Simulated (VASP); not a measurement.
**ZnS: single point with r2SCAN**

The system is ZnS.

```
Zn S
1.0
     3.80672    0.00000    0.00000
    -1.90336    3.29672    0.00000
     0.00000    0.00000    6.24574
Zn S
2 2
Cartesian
  0.0000 2.1978 -0.4163
  1.9034 1.0989 3.1565
  0.0000 2.1978 2.3710
  1.9034 1.0989 5.4938
```

This cell differs from its parent crystal: atom 1 (Zn) moved by (+0.000, -0.450) A along x and z.

```yaml
Program: VASP 6.6.1
Task: single point
Functional: r2SCAN
Potentials_or_basis: VASP PAW PBE potentials, release 64 (Zn, S)
Cutoff: 520 eV
k_mesh: 6 × 6 × 4
Occupations: gaussian, width 0.05 eV
Spin: no spin polarisation
Dipole_correction: no
Further_INCAR_settings: ALGO = Normal; EDIFF = 1e-07; NBANDS = 26
```

* Pressure: 2.2 GPa
* Largest force: 1.334 eV/Å
* Band gap on the k mesh: 2.24 eV

Forces on the atoms (eV/Å):
```
Zn   0.000  0.000  1.334
Zn   0.000  0.000 -0.786
S    0.000  0.000 -0.280
S    0.000  0.000 -0.268
```

Stress tensor (GPa, compression positive):
```
 3.60  0.00  0.00
 0.00  3.60  0.00
 0.00  0.00 -0.65
```

Levels at points of the mesh, in eV from the valence-band top:
| k point | band 15 | band 16 | band 17 | band 18 | band 19 | band 20 | band 21 | band 22 |
| --- | --- | --- | --- | --- | --- | --- | --- | --- |
| (0.00, 0.00, 0.00) | -1.46 | -0.22 | 0.00 | 0.00 | 2.24 | 3.37 | 6.15 | 6.15 |
| (0.50, 0.00, 0.00) | -3.20 | -3.08 | -1.53 | -1.12 | 3.28 | 4.76 | 5.17 | 7.59 |
| (0.00, 0.00, 0.50) | -1.37 | -1.37 | -0.11 | -0.11 | 2.98 | 4.30 | 6.21 | 6.21 |
| (0.50, 0.00, 0.50) | -2.94 | -2.00 | -1.34 | -1.18 | 3.47 | 3.81 | 4.86 | 5.57 |

Run time: 95 s on 1 thread of Intel(R) Xeon(R) 6975P-C (Granite Rapids), on a shared host, peak memory 0.22 GiB.

Caveat: the cell differs from its parent crystal (atom 1 (Zn) moved by (+0.000, -0.450) A along x and z); the PAW data sets were made with another functional, which shifts forces and pressure a little. A k mesh can miss the band edges.
